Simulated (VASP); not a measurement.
# Al (Fm-3m) in VASP: a series of runs

Al is run at these levels: LDA; tasks: single point.

All numbers are computed with VASP 6.6.1; they aren't measurements. Logs are shortened: lines on timing, memory, paths and dates and some standing lists are left out, and cuts for length are marked.

## (1) The cell of the first run

The structure is cubic, space group Fm-3m (No. 225). Conventional cell: a = 3.983 Å, b = 3.983 Å, c = 3.983 Å, α = 90.00°, β = 90.00°, γ = 90.00°. Al (site symmetry m-3m) has 12 Al at 2.82 Å within 3.7 Å.

## (2) Single point, LDA

The input, INCAR:

```
  PREC = Accurate
  ENCUT = 520
  EDIFF = 1E-6
  ISMEAR = -1
  SIGMA = 0.1
  LREAL = F
  LASPH = T
  NELM = 60
  ALGO = Normal
  ISIF = 2
  LWAVE = F
  LCHARG = F
  NBANDS = 8
```

The input, KPOINTS:

```
regular mesh
0
Gamma
  14 14 14
```

The input, POSCAR:

```
Al
1.0
    0.0000000000      1.9916090303      1.9916090303
    1.9916090303      0.0000000000      1.9916090303
    1.9916090303      1.9916090303      0.0000000000
Al
1
Direct
    0.0000000000      0.0000000000      0.0000000000
```

Potentials or basis: VASP PAW LDA potentials, release 64 (Al).

Started as:

```bash
> cat potpaw_LDA.64/Al/POTCAR > POTCAR
> mpirun -np 1 vasp_std > vasp.out
```

OUTCAR:

```text
PREC = Accurate
   ENCUT = 520
   EDIFF = 1E-6
   ISMEAR = -1
   LREAL = F
   LASPH = T
   NELM = 60
   ISIF = 2

 ion  position               nearest neighbor table
   1  0.000  0.000  0.000-

  LATTYP: Found a face centered cubic cell.
 ALAT       =     3.9832180606

  Lattice vectors:

 A1 = (   0.0000000000,   1.9916090303,   1.9916090303)
 A2 = (   1.9916090303,   0.0000000000,   1.9916090303)
 A3 = (   1.9916090303,   1.9916090303,   0.0000000000)

Analysis of symmetry for initial positions (statically):
=====================================================================
 Subroutine PRICEL returns:
 Original cell was already a primitive cell.

 Routine SETGRP: Setting up the symmetry group for a
 face centered cubic supercell.

 Subroutine GETGRP returns: Found 48 space group operations
 (whereof 48 operations were pure point group operations)
 out of a pool of 48 trial point group operations.

The static configuration has the point symmetry O_h .

Analysis of symmetry for dynamics (positions and initial velocities):
=====================================================================
 Subroutine PRICEL returns:
 Original cell was already a primitive cell.

 Routine SETGRP: Setting up the symmetry group for a
 face centered cubic supercell.

 Subroutine GETGRP returns: Found 48 space group operations
 (whereof 48 operations were pure point group operations)
 out of a pool of 48 trial point group operations.

The dynamic configuration has the point symmetry O_h .

 Subroutine INISYM returns: Found 48 space group operations
 (whereof 48 operations are pure point group operations),
 and found     1 'primitive' translations

----------------------------------------------------------------------------------------

                                     Primitive cell

  volume of cell :      15.7995

  direct lattice vectors                    reciprocal lattice vectors
     0.000000000  1.991609030  1.991609030    -0.251053290  0.251053290  0.251053290
     1.991609030  0.000000000  1.991609030     0.251053290 -0.251053290  0.251053290
     1.991609030  1.991609030  0.000000000     0.251053290  0.251053290 -0.251053290

  length of vectors
     2.816560502  2.816560502  2.816560502     0.434837054  0.434837054  0.434837054

  position of ions in fractional coordinates (direct lattice)
     0.000000000  0.000000000  0.000000000

  ion indices of the primitive-cell ions
   primitive index   ion index
                 1           1

----------------------------------------------------------------------------------------

 KPOINTS: regular mesh

Automatic generation of k-mesh.
 Grid dimensions read from file:
 generate k-points for:   14   14   14

 Generating k-lattice:

  Cartesian coordinates                     Fractional coordinates (reciprocal lattice)
    -0.017932378  0.017932378  0.017932378     0.071428571  0.000000000  0.000000000
     0.017932378 -0.017932378  0.017932378     0.000000000  0.071428571  0.000000000
     0.017932378  0.017932378 -0.017932378     0.000000000  0.000000000  0.071428571

  Length of vectors
     0.031059790  0.031059790  0.031059790

  Shift w.r.t. Gamma in fractional coordinates (k-lattice)
     0.000000000  0.000000000  0.000000000

 Subroutine IBZKPT returns following result:
 ===========================================

 Found    104 irreducible k-points:

 Following reciprocal coordinates:
            Coordinates               Weight
  0.000000  0.000000  0.000000      1.000000
  0.071429  0.000000  0.000000      8.000000
  0.142857  0.000000  0.000000      8.000000
  0.214286  0.000000  0.000000      8.000000
  0.285714  0.000000  0.000000      8.000000
  0.357143  0.000000  0.000000      8.000000
[... 16 lines left out ...]
  0.214286  0.142857  0.000000     24.000000
  0.285714  0.142857  0.000000     24.000000
 [... further k-points ...]
   k-points           NKPTS =    104   k-points in BZ     NKDIM =    104   number of bands    NBANDS=      8
   number of dos      NEDOS =    301   number of ions     NIONS =      1
   total plane-waves  NPLWV =  13824
   dimension x,y,z NGX =    24 NGY =   24 NGZ =   24
   dimension x,y,z NGXF=    48 NGYF=   48 NGZF=   48
   ions per type =               1
   NGX,Y,Z   is equivalent  to a cutoff of  14.17, 14.17, 14.17 a.u.
   NGXF,Y,Z  is equivalent  to a cutoff of  28.33, 28.33, 28.33 a.u.
 SYSTEM =  unknown system
   PREC   = accura    normal or accurate (medium, high low for compatibility)
   ISTART =      0    job   : 0-new  1-cont  2-samecut
   ICHARG =      2    charge: 1-file 2-atom 10-const
   ISPIN  =      1    spin polarized calculation?
   LNONCOLLINEAR =      F non collinear calculations
   LSORBIT =      F    spin-orbit coupling
   LASPH  =      T    aspherical Exc in radial PAW
   ENCUT  =  520.0 eV  38.22 Ry    6.18 a.u.   5.24  5.24  5.24*2*pi/ulx,y,z
   NELM   =     60;   NELMIN=  2; NELMDL= -5     # of ELM steps
   EDIFF  = 0.1E-05   stopping-criterion for ELM
   LREAL  =      F    real-space projection
   EDIFFG = 0.1E-04   stopping-criterion for IOM
   NSW    =      0    number of steps for IOM
   IBRION =     -1    ionic relax: 0-MD 1-quasi-New 2-CG
   NFREE  =      0    steps in history (QN), initial steepest desc. (CG)
   ISIF   =      2    stress and relaxation
   ISYM   =      2    0-nonsym 1-usesym 2-fastsym
   POTIM  = 0.5000    time-step for ionic-motion
   TEBEG  =    0.0;   TEEND  =   0.0 temperature during run
   PSTRESS=    0.0 pullay stress
   NELECT =       3.0000    total number of electrons
   NUPDOWN=      -1.0000    fix difference up-down
   EMIN   =  10.00;   EMAX   =-10.00  energy-range for DOS
   EFERMI =   0.00;   METHOD = LEGACY
   ISMEAR =    -1;   SIGMA  =   0.10  broadening in eV -4-tet -1-fermi 0-gaus
   EFERMI_NEDOS =   21; number of points for ismear=-14 and -15
   IALGO  =     38    algorithm
   IMIX   =      4    mixing-type and parameters
     AMIX     =   0.40;   BMIX     =  1.00
     AMIX_MAG =   1.60;   BMIX_MAG =  1.00
  volume/ion in A,a.u.               =      15.80       106.62
  Fermi-wavevector in a.u.,A,eV,Ry     =   0.940953  1.778143 12.046491  0.885392
  Thomas-Fermi vector in A             =   2.068416
   LORBIT       =      0    0 simple, 1 ext, 2 COOP (PROOUT), +10 PAW based schemes
   GGA     = CA    functional components
   LHFCALC =     F    Hartree Fock is set to
   AEXX    =    0.0000 exact exchange contribution
   IVDW    =     0    specifies the selected vdW correction
   LEPSILON=     F    determine dielectric tensor
   LRPA    =     F    only Hartree local field effects (RPA)
 non-spin polarized calculation
  energy-cutoff  :      520.00
  volume of cell :       15.80
 maximum number of plane-waves:       444
 NGX is ok and might be reduce to    24
   NGX = 11   NGY = 11   NGZ = 11

 number of electron       3.0000000 magnetization

 Free energy of the ion-electron system (eV)
  ---------------------------------------------------
  ext. energy  EPLUGINS =         0.00000000
  ---------------------------------------------------
  free energy    TOTEN  =        -4.19208097 eV

  energy without entropy =       -4.17692495  energy(sigma->0) =       -4.18450296

 E-fermi :   8.2297     XC(G=0): -10.5056

 val. band max:        8.1885126375   @ k =  -0.3571   0.4286   0.2143
 cond. band min:       8.2556582997   @ k =   0.5000   0.2857   0.0000
 fundamental gap:      0.0671456622
 Fermi energy:         8.2297194635

 k-point     1 :       0.0000    0.0000    0.0000
  band No.  band energies     occupation
      1      -3.1538      2.00000
      2      21.0562      0.00000
      3      21.0562      0.00000
      4      21.0562      0.00000
      5      22.7134      0.00000
      6      22.7134      0.00000
      7      22.7134      0.00000
      8      25.1791      0.00000

 k-point     2 :       0.0714    0.0000    0.0000
  band No.  band energies     occupation
      1      -3.0114      2.00000
      2      18.9258      0.00000
      3      20.6216      0.00000
      4      20.6216      0.00000
      5      23.3609      0.00000
      6      23.3659      0.00000
      7      23.3659      0.00000
      8      26.5740      0.00000

 k-point     3 :       0.1429    0.0000    0.0000
  band No.  band energies     occupation
      1      -2.5852      2.00000
      2      15.9942      0.00000
      3      19.9961      0.00000
      4      19.9961      0.00000
      5      23.2891      0.00000
      6      24.4904      0.00000
      7      24.4904      0.00000
      8      25.9406      0.00000

 k-point     4 :       0.2143    0.0000    0.0000
  band No.  band energies     occupation
      1      -1.8778      2.00000
      2      13.1300      0.00000
      3      19.5303      0.00000
      4      19.5303      0.00000
      5      23.0665      0.00000
      6      23.9420      0.00000
      7      23.9420      0.00000
      8      26.6231      0.00000

 k-point     5 :       0.2857    0.0000    0.0000
  band No.  band energies     occupation
      1      -0.8937      2.00000
      2      10.4360      0.00000
      3      19.2793      0.00000
      4      19.2793      0.00000
      5      22.6510      0.00000
      6      22.6510      0.00000
      7      22.9432      0.00000
      8      26.8639      0.00000

 k-point     6 :       0.3571    0.0000    0.0000
  band No.  band energies     occupation
      1       0.3611      2.00000
      2       7.9491      1.88606
      3      19.2568      0.00000
      4      19.2568      0.00000
      5      21.5157      0.00000
      6      21.5157      0.00000
      7      23.0121      0.00000
      8      25.6697      0.00000

 k-point     7 :       0.4286    0.0000    0.0000
  band No.  band energies     occupation
      1       1.8787      2.00000
      2       5.6891      2.00000
      3      19.4676      0.00000
      4      19.4676      0.00000
      5      20.6000      0.00000
      6      20.6000      0.00000
      7      23.3125      0.00000
      8      24.6600      0.00000

 k-point     8 :       0.5000    0.0000    0.0000
  band No.  band energies     occupation
      1       3.5255      2.00000
      2       3.7944      2.00000
      3      19.8829      0.00000
      4      19.8829      0.00000
      5      19.9485      0.00000
      6      19.9485      0.00000
      7      23.7901      0.00000
      8      23.9408      0.00000

 k-point     9 :       0.0714    0.0714    0.0000
  band No.  band energies     occupation
      1      -2.9640      2.00000
      2      19.6579      0.00000
      3      19.6579      0.00000
      4      19.9230      0.00000
      5      22.2856      0.00000
      6      24.3849      0.00000
      7      24.3849      0.00000
      8      25.8917      0.00000

 k-point    10 :       0.1429    0.0714    0.0000
  band No.  band energies     occupation
      1      -2.6324      2.00000
      2      17.0261      0.00000
      3      18.8644      0.00000
      4      20.0372      0.00000
      5      22.5548      0.00000
      6      24.1812      0.00000
      7      24.7965      0.00000
      8      25.6050      0.00000
[... 78 lines left out ...]
 k-point    18 :      -0.2857    0.0714    0.0000
  band No.  band energies     occupation
      1      -0.3811      2.00000
      2       9.6906      0.00000
      3      16.9712      0.00000
      4      20.7830      0.00000
      5      20.9428      0.00000
      6      22.5650      0.00000
      7      23.8731      0.00000
      8      27.6307      0.00000

 k-point    19 :      -0.2143    0.0714    0.0000
  band No.  band energies     occupation
      1      -1.4552      2.00000
      2      12.3036      0.00000
      3      17.1734      0.00000
      4      20.9973      0.00000
      5      22.1694      0.00000
      6      23.7635      0.00000
      7      23.9908      0.00000
      8      25.8192      0.00000

 k-point    20 :      -0.1429    0.0714    0.0000
  band No.  band energies     occupation
      1      -2.2546      2.00000
      2      15.0730      0.00000
      3      17.6351      0.00000
      4      21.3151      0.00000
      5      23.3671      0.00000
      6      23.9863      0.00000
      7      24.4764      0.00000
      8      25.2028      0.00000

 k-point    21 :      -0.0714    0.0714    0.0000
  band No.  band energies     occupation
      1      -2.7744      2.00000
      2      17.6853      0.00000
      3      18.5660      0.00000
      4      21.4249      0.00000
      5      22.9380      0.00000
      6      23.8680      0.00000
      7      24.6355      0.00000
      8      25.5959      0.00000

 k-point    22 :       0.1429    0.1429    0.0000
  band No.  band energies     occupation
      1      -2.3961      2.00000
      2      17.9599      0.00000
      3      17.9599      0.00000
      4      18.1274      0.00000
      5      21.2881      0.00000
      6      22.2205      0.00000
      7      26.8568      0.00000
      8      26.8568      0.00000

 k-point    23 :       0.2143    0.1429    0.0000
  band No.  band energies     occupation
      1      -1.8778      2.00000
      2      15.3492      0.00000
      3      17.2912      0.00000
      4      18.5340      0.00000
      5      20.4143      0.00000
      6      21.4929      0.00000
      7      27.3877      0.00000
      8      27.6558      0.00000

 k-point    24 :       0.2857    0.1429    0.0000
  band No.  band energies     occupation
      1      -1.0807      2.00000
      2      12.6165      0.00000
      3      16.8603      0.00000
      4      18.3994      0.00000
      5      18.8834      0.00000
      6      22.8487      0.00000
      7      26.7596      0.00000
      8      27.4014      0.00000

 [... further k-points ...]

------------------------ aborting loop because EDIFF is reached ----------------------------------------

  FORCE on cell =-STRESS in cart. coord.  units (eV):
  Direction    XX          YY          ZZ          XY          YZ          ZX
  --------------------------------------------------------------------------------------
  -------------------------------------------------------------------------------------
  Total       -0.0028539     -0.0028539     -0.0028539     -0.0000000     -0.0000000      0.0000000
  in kB       -0.2894053     -0.2894053     -0.2894053     -0.0000000     -0.0000000      0.0000000
  external PRESSURE =      -0.2894053 kB  Pullay stress =       0.0000000 kB

 VOLUME and BASIS-vectors are now :
 -----------------------------------------------------------------------------
  energy-cutoff  :      520.00
  volume of cell :       15.80
      direct lattice vectors                 reciprocal lattice vectors
     0.000000000  1.991609030  1.991609030    -0.251053290  0.251053290  0.251053290
     1.991609030  0.000000000  1.991609030     0.251053290 -0.251053290  0.251053290
     1.991609030  1.991609030  0.000000000     0.251053290  0.251053290 -0.251053290

 POSITION                                       TOTAL-FORCE (eV/Angst)
 -----------------------------------------------------------------------------------
      0.00000      0.00000      0.00000         0.000000      0.000000      0.000000
 -----------------------------------------------------------------------------------
    total drift:                               -0.000000     -0.000000     -0.000000

  FREE ENERGIE OF THE ION-ELECTRON SYSTEM (eV)
  ---------------------------------------------------
  free  energy   TOTEN  =        -4.1920809669 eV

  energy  without entropy=       -4.1769249532  energy(sigma->0) =       -4.18450296
```

Run time: 5.2 s. Hardware: 1 thread of Intel Xeon 6975P-C, shared host; peak memory 0.12 GiB.

What came out:

```yaml
Free_energy: -4.1921 eV
Pressure: 0.0 GPa
```

## (3) Single point, LDA

The input, INCAR:

```
ALGO = Normal ; EDIFF = 1E-7
ENCUT = 520 ; GGA = CA
ISIF = 2 ; ISMEAR = -1
LASPH = T ; LCHARG = F
LREAL = F ; LWAVE = F
NBANDS = 8 ; NELM = 80
PREC = Accurate ; SIGMA = 0.1
```

The input, KPOINTS:

```
k-points
0
Gamma
  14 14 14
```

POSCAR is that of step 2.

Potentials or basis: VASP PAW LDA potentials, release 64 (Al).

Started as:

```bash
> cat potpaw_LDA.64/Al/POTCAR > POTCAR
> mpirun -np 1 vasp_std > vasp.out
```

It took 5.6 s on 1 thread of Intel Xeon 6975P-C, shared host; peak memory 0.13 GiB.

Results (log left out):

| Property | Result |
| --- | --- |
| Free energy | -4.1921 eV |
| Pressure | 0.0 GPa |

Levels at points of the mesh, in eV from the Fermi level:
```csv
k point,band 1,band 2,band 3,band 4,band 5
"(0.00, 0.00, 0.00)",-11.38,12.83,12.83,12.83,14.48
"(0.50, 0.00, 0.00)",-4.70,-4.44,11.65,11.65,11.72
"(0.50, 0.50, 0.00)",-2.98,-1.60,5.32,5.76,5.76
```

## (4) Single point, LDA

The input, INCAR:

```
SYSTEM = Al
ALGO     = Normal         ! electronic algorithm
EDIFF    = 1E-6           ! SCF threshold, eV
ENCUT    = 520            ! plane-wave cutoff, eV
GGA      = CA             ! functional
ISIF     = 2              ! what is computed and relaxed
ISMEAR   = -1             ! smearing method
LASPH    = .TRUE.         ! aspherical terms in the spheres
LCHARG   = .FALSE.        ! write CHGCAR
LREAL    = .FALSE.        ! projectors in reciprocal space
LWAVE    = .FALSE.        ! write WAVECAR
NBANDS   = 8              ! bands
NELM     = 100            ! most SCF steps
PREC     = Accurate       ! precision mode
SIGMA    = 0.01           ! smearing width, eV
```

The input, KPOINTS:

```
k-points
0
G
  14 14 14
  0 0 0
```

POSCAR is that of step 3.

Started as:

```bash
> cat potpaw_LDA.64/Al/POTCAR > POTCAR
> mpirun -np 1 vasp_std > vasp.out
```

Wall time 5.9 s (1 thread of Intel Xeon 6975P-C, shared host); peak memory 0.12 GiB.

The run converged. Its results:

- Free energy: -4.1845 eV
- Pressure: -0.1 GPa

Levels at points of the mesh, in eV from the Fermi level:
| k point | band 1 | band 2 | band 3 | band 4 | band 5 | band 6 |
| --- | --- | --- | --- | --- | --- | --- |
| (0.00, 0.00, 0.00) | -11.35 | 12.86 | 12.86 | 12.86 | 14.51 | 14.51 |
| (0.50, 0.00, 0.00) | -4.67 | -4.41 | 11.68 | 11.68 | 11.75 | 11.75 |
| (0.50, 0.50, 0.00) | -2.95 | -1.57 | 5.35 | 5.79 | 5.79 | 9.42 |

## (5) Single point, LDA

The input, INCAR:

```
SYSTEM = Al
PREC = Accurate
ENCUT = 520
EDIFF = 1E-7
ISMEAR = -1
SIGMA = 0.03
LREAL = .False.
LASPH = .True.
NELM = 100
ALGO = Normal
ISIF = 2
LWAVE = .False.
LCHARG = .False.
NBANDS = 8
```

The input, KPOINTS:

```
Automatic mesh
0
Gamma
  14 14 14
  0 0 0
```

POSCAR is that of step 4.

Started as:

```bash
> cat potpaw_LDA.64/Al/POTCAR > POTCAR
> mpirun -np 1 vasp_std > vasp.out
```

It took 6.1 s on 1 thread of Intel Xeon 6975P-C, shared host; peak memory 0.12 GiB.

The run converged. Its results:

- Free energy: -4.1850 eV
- Pressure: -0.1 GPa

Levels at points of the mesh, in eV from the Fermi level:
| k point | band 1 | band 2 | band 3 | band 4 | band 5 | band 6 |
| --- | --- | --- | --- | --- | --- | --- |
| (0.00, 0.00, 0.00) | -11.36 | 12.85 | 12.85 | 12.85 | 14.50 | 14.50 |
| (0.50, 0.00, 0.00) | -4.68 | -4.41 | 11.67 | 11.67 | 11.74 | 11.74 |
| (0.50, 0.50, 0.00) | -2.96 | -1.58 | 5.35 | 5.78 | 5.78 | 9.41 |

## (6) Overview

| smearing | gap on the mesh (eV) | pressure (GPa) |
| --- | --- | --- |
| fermi-dirac 0.1 eV | none | 0.0 |
| fermi-dirac 0.01 eV | none | -0.1 |
| fermi-dirac 0.03 eV | none | -0.1 |

Alike in all rows: task single point; level LDA; potentials or basis VASP PAW LDA potentials, release 64 (Al); no spin polarisation; cell as given; k mesh 14 × 14 × 14; cutoff (eV) 520.

Every run on the cell as given and a fine mesh finds a metal.

Absolute energies hang on the potentials; compare differences alone.
